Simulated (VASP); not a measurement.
Write the native input for VASP 6.6.1 that does the following.

- Task: single point
- Functional: PBE
- Dispersion: D3(BJ)
- Potentials or basis: VASP PAW PBE potentials, release 64 (C, Cl, H)
- Cutoff: 520 eV
- k mesh: 2 × 2 × 1
- Occupations: fermi-dirac, width 0.02 eV
- Spin: no spin polarisation
- Dipole correction: no
- Further INCAR settings: LREAL = Auto; ALGO = Normal; EDIFF = 1e-06; NBANDS = 56

The structure of HC18Cl lies in POSCAR:

```
HC18Cl
1.0
    7.3980000000      0.0000000000      0.0000000000
   -3.6990000000      6.4068560000      0.0000000000
    0.0000000000      0.0000000000     11.0000000000
C Cl H
18 1 1
Direct
   -0.0034052003     -0.0061477892      0.0891488182
    0.2214825770      0.1063339023      0.0891327273
   -0.0016585192      0.3294007232      0.0889580000
    0.2198943206      0.4402441697      0.0888918182
   -0.0011311463      0.6613302999      0.0887323636
    0.2191675216      0.7713244999      0.0888655455
    0.3316444346     -0.0037703360      0.0891415455
    0.5529696750      0.1068304017      0.0892239091
    0.3321521345      0.3276667994      0.0891057273
    0.5524767377      0.4379361734      0.0891282727
    0.3298760637      0.6605409892      0.0889106364
    0.5547760721      0.7729752315      0.0891731818
    0.6653955698     -0.0057046701      0.0892528182
    0.8857067707      0.1043273019      0.0891913636
    0.6630052557      0.3271348693      0.0890672727
    0.8880461493      0.4398360132      0.0887413636
    0.6649412720      0.6628411814      0.0891200000
    0.8862650836      0.7735285450      0.0890244545
    1.0119280459      0.4568966432      0.4112571818
    0.9821878341      0.4154373065      0.2959330000
```

One way to write it, as run:

INCAR

```
SYSTEM = HC18Cl
PREC = Accurate ; ENCUT = 520
EDIFF = 1E-6 ; ISMEAR = -1
SIGMA = 0.02 ; LREAL = Auto
LASPH = .TRUE. ; NELM = 80
ALGO = Normal ; ISIF = 2
LWAVE = .FALSE. ; LCHARG = .TRUE.
GGA = PE ; IVDW = 12
LELF = .TRUE. ; LVHAR = .TRUE.
NBANDS = 56
```

KPOINTS

```
regular mesh
0
G
  2 2 1
  0 0 0
```

Potentials or basis: VASP PAW PBE potentials, release 64 (C, Cl, H).

The run is started by

```sh
$ cat potpaw_PBE.64/C/POTCAR potpaw_PBE.64/Cl/POTCAR potpaw_PBE.64/H/POTCAR > POTCAR
$ mpirun -np 1 vasp_std > vasp.out
```

It gave:

The largest force is 0.163 eV/Å and the band gap on the k mesh is 0.21 eV, direct. The dispersion energy per atom is -0.089 eV.

Caveat: the k points lie up to 0.49 Å⁻¹ apart.

It took 2.3 min on 1 thread of Intel(R) Xeon(R) 6975P-C (Granite Rapids), with other jobs on the host, peak memory 0.64 GiB.
